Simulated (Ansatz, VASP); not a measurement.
## CdF2: VASP beside Ansatz

INCAR

```
SYSTEM = CdF2
PREC = Accurate
ENCUT = 700
EDIFF = 1E-6
ISMEAR = 0
SIGMA = 0.05
LREAL = .False.
LASPH = .True.
NELM = 120
ALGO = Normal
ISIF = 2
LWAVE = .False.
LCHARG = .False.
GGA = PS
NBANDS = 24
GGA_COMPAT = .False.
```

File KPOINTS:

```
regular mesh
0
Gamma
  8 8 8
  0 0 0
```

POSCAR

```
CdF2
1.0
   -0.5838279476      2.4359717814      2.4359717814
    2.4359717814     -0.5838279476      2.4359717814
    2.4359717814      2.4359717814     -0.5838279476
Cd F
1 2
Direct
    0.0000000000      0.0000000000      0.0000000000
    0.2500000000      0.2500000000      0.2500000000
    0.7500000000      0.7500000000      0.7500000000
```

Input for Ansatz:

```yaml
crystal:
  lattice:
    - [-0.5838279476, 2.4359717814, 2.4359717814]
    - [2.4359717814, -0.5838279476, 2.4359717814]
    - [2.4359717814, 2.4359717814, -0.5838279476]
  atoms:
    - { symbol: Cd, position: [0.0, 0.0, 0.0] }
    - { symbol: F, position: [0.25, 0.25, 0.25] }
    - { symbol: F, position: [0.75, 0.75, 0.75] }
basis:
  ecutwfc: 420
kpoints:
  mp_grid: { grid: [8, 8, 8] }
hamiltonian:
  xc: pbesol
scf:
  occupations: { method: gaussian, width: 0.05 }
output:
  forces: true
  stress: true
  eigenvalues: true
```

Alike in both runs: task single point; functional PBEsol; k mesh 8 × 8 × 8; occupations gaussian, width 0.05 eV; no spin polarisation.

|  | VASP | Ansatz |
| --- | --- | --- |
| version | VASP 6.6.1 | Ansatz 0.2.0 |
| potentials or method | VASP PAW PBE potentials, release 64 (Cd_sv_GW, F), cutoff 700 eV | scalar-relativistic, plane waves, PAW |
| valence electrons in the cell | 34 | 34 |

Ansatz gave:

- gap on the k mesh at the Fermi level (eV): 3.55
- least direct gap on the mesh (eV): 3.95
- pressure (GPa): 22.4
- traceless stress, the component that is largest in VASP (GPa): 20.30
- rms of the force components (eV/Å): 1.828

Question: Estimate VASP's values.

Answer: gap on the k mesh at the Fermi level (eV): 3.53; least direct gap on the mesh (eV): 3.92; pressure (GPa): 22.2; traceless stress, the component that is largest in VASP (GPa): 20.71; rms of the force components (eV/Å): 1.860.

VASP's potentials were made for PBE, not for PBEsol. Atom by atom the forces differ by 0.033 eV/Å (rms over components). With one functional, cell and mesh, what is left measures potentials, basis and numerics.
